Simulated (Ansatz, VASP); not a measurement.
**Lu4ZrO: VASP beside Ansatz**

```
Lu Zr O
1.0
    -3.32653    3.32653    3.49828
     3.32653   -3.32653    3.49828
     3.32653    3.32653   -3.49828
Lu Zr O
4 1 1
Cartesian
  1.6633 1.6633 1.7491
  1.6633 1.6633 -1.7491
  -1.6633 1.6633 1.7491
  1.6633 -1.6633 1.7491
  0.0000 0.0000 3.4983
  0.0000 0.0000 0.0000
```

Alike in both runs: functional PBE; k mesh 4 × 4 × 4; occupations gaussian, width 0.1 eV; no spin polarisation.

Ansatz relaxed the structure, and its values are those at the end. VASP's run is a single point on that final structure, the one shown.

```csv
,VASP,Ansatz
version,VASP 6.6.1,Ansatz 0.2.0
potentials or method,"VASP PAW PBE potentials, release 64 (Lu, Zr_sv, O), cutoff 520 eV","scalar-relativistic, plane waves, PAW"
valence electrons in the cell,118,118
```

```csv
,VASP,Ansatz,Ansatz less VASP
gap on the k mesh at the Fermi level (eV),none,none,-
pressure (GPa),0.3,0.1,-0.21
```

A gap of «none» marks a metal or a gap that the smearing closes.

Spin-orbit coupling is off throughout.
